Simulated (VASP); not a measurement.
Wanted: the native input for a VASP 6.6.1 run.

```
Task                   : single point
Functional             : PBE
Potentials or basis    : VASP PAW PBE potentials, release 64 (Cd, S)
Cutoff                 : 500 eV
k mesh                 : 3 × 3 × 2
Occupations            : gaussian, width 0.01 eV
Spin                   : no spin polarisation
Dipole correction      : no
Further INCAR settings : ALGO = Normal; EDIFF = 1e-06; NBANDS = 26
```

The structure of CdS (Greenockite) lies in POSCAR:

```
CdS
1.0
    3.9487800000      0.0929800000      0.0555100000
   -1.8938700000      3.4297300000     -0.0509700000
    0.0901100000     -0.0435100000      6.5599100000
Cd S
2 2
Direct
    0.3319500000      0.6614700000      0.9972800000
    0.6689300000      0.3368000000      0.5052400000
    0.3359600000      0.6651400000      0.3747800000
    0.6668000000      0.3391200000      0.8764900000
```

These files were run (other wordings do the same):

INCAR

```
SYSTEM = CdS
PREC = Accurate
ENCUT = 500
EDIFF = 1E-6
ISMEAR = 0
SIGMA = 0.01
LREAL = .False.
LASPH = .True.
NELM = 120
ALGO = Normal
ISIF = 2
LWAVE = .False.
LCHARG = .True.
GGA = PE
LELF = .True.
LVHAR = .True.
NBANDS = 26
GGA_COMPAT = .False.
```

KPOINTS

```
Automatic mesh
0
Gamma
  3 3 2
  0 0 0
```

Potentials or basis: VASP PAW PBE potentials, release 64 (Cd, S).

The run is started by

```console
$ cat potpaw_PBE.64/Cd/POTCAR potpaw_PBE.64/S/POTCAR > POTCAR
$ mpirun -np 1 vasp_std > vasp.out
```

Results of the run:

```yaml
Pressure: 12.3 GPa
Largest_force: 1.235 eV/Å
Band_gap_on_the_k_mesh: 1.30 eV, direct
```

Caveat: the k points lie up to 0.60 Å⁻¹ apart; forces of over 1 eV/Å act on the atoms, so gaps and moduli don't describe the material at rest.

It took 42 s on 1 thread of Intel Xeon 8259CL, on a shared host, peak memory 0.19 GiB.
